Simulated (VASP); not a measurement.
A run of VASP 6.6.1 is set up as follows.

The input INCAR:

```
SYSTEM = AlRu
PREC = Accurate
ENCUT = 520
EDIFF = 1E-6
ISMEAR = 0
SIGMA = 0.15
LREAL = .FALSE.
LASPH = .TRUE.
NELM = 100
ALGO = Fast
ISIF = 2
LWAVE = .FALSE.
LCHARG = .FALSE.
GGA = PS
NBANDS = 16
```

File KPOINTS:

```
Automatic mesh
0
G
  16 16 16
  0 0 0
```

File POSCAR:

```
AlRu
1.0
    2.9317680000      0.0000000000      0.0000000000
    0.0000000000      2.9916000000      0.0000000000
    0.0000000000      0.0000000000      2.9916000000
Al Ru
1 1
Direct
    0.0000000000      0.0000000000      0.0000000000
    0.5000000000      0.5000000000      0.5000000000
```

Potentials or basis: VASP PAW PBE potentials, release 64 (Al, Ru_pv).

The run is started by

```sh
$ cat potpaw_PBE.64/Al/POTCAR potpaw_PBE.64/Ru_pv/POTCAR > POTCAR
$ mpirun -np 1 vasp_std > vasp.out
```

Question: What does it give for the pressure?

Answer: 1.2 GPa.

Question: What does it give for the band gap on the k mesh?

Answer: Zero (an odd number of electrons rules out a gap without spin polarisation).

Stress tensor (GPa, compression positive):
```
 3.63  0.00  0.00
 0.00 -0.07  0.00
 0.00  0.00 -0.07
```

Caveat: the cell differs from its parent crystal (strain -0.0200 x Voigt [1, 0, 0, 0, 0, 0]); the PAW data sets were made with another functional, which shifts forces and pressure a little.
